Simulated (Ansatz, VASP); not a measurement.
**SrRe in VASP and in Ansatz**

INCAR

```
SYSTEM = SrRe
PREC = Accurate ; ENCUT = 520
EDIFF = 1E-6 ; ISMEAR = 0
SIGMA = 0.05 ; LREAL = .False.
LASPH = .True. ; NELM = 60
ALGO = Normal ; ISIF = 2
LWAVE = .False. ; LCHARG = .True.
GGA = PE ; LELF = .True.
LVHAR = .True. ; NBANDS = 16
```

The input KPOINTS:

```
Automatic mesh
0
Gamma
  10 10 10
  0 0 0
```

Contents of POSCAR:

```
SrRe
1.0
    3.6136092868      0.0000000000      0.0000000000
    0.0000000000      3.6136092868      0.0000000000
    0.0000000000      0.0000000000      3.6136092868
Sr Re
1 1
Direct
    0.0000000000      0.0000000000      0.0000000000
    0.5000000000      0.5000000000      0.5000000000
```

Input for Ansatz:

```yaml
crystal:
  lattice:
    - [3.6136092868, 0.0, 0.0]
    - [0.0, 3.6136092868, 0.0]
    - [0.0, 0.0, 3.6136092868]
  atoms:
    - { symbol: Sr, position: [0.0, 0.0, 0.0] }
    - { symbol: Re, position: [0.5, 0.5, 0.5] }
basis:
  ecutwfc: 420
  ecutrho_ratio: 4
kpoints:
  mp_grid: { grid: [10, 10, 10] }
hamiltonian:
  xc: pbe
scf:
  occupations: { method: gaussian, width: 0.05 }
output:
  forces: true
  stress: true
  eigenvalues: true
```

Alike in both runs: task single point; functional PBE; k mesh 10 × 10 × 10; occupations gaussian, width 0.05 eV; no spin polarisation.

|  | VASP | Ansatz |
| --- | --- | --- |
| version | VASP 6.6.1 | Ansatz 0.2.0 |
| potentials or method | VASP PAW PBE potentials, release 64 (Sr_sv, Re), cutoff 520 eV | scalar-relativistic, plane waves, PAW |
| valence electrons in the cell | 17 | 25 |

|  | VASP | Ansatz | Ansatz less VASP |
| --- | --- | --- | --- |
| gap on the k mesh at the Fermi level (eV) | none | none | - |
| pressure (GPa) | 1.5 | 1.3 | -0.22 |

A gap of «none» marks a metal or a gap that the smearing closes. VASP's potentials hold 17 valence electrons a cell and Ansatz's 25, so a difference there can come from the potentials and not from the codes.

Spin-orbit coupling is off throughout.
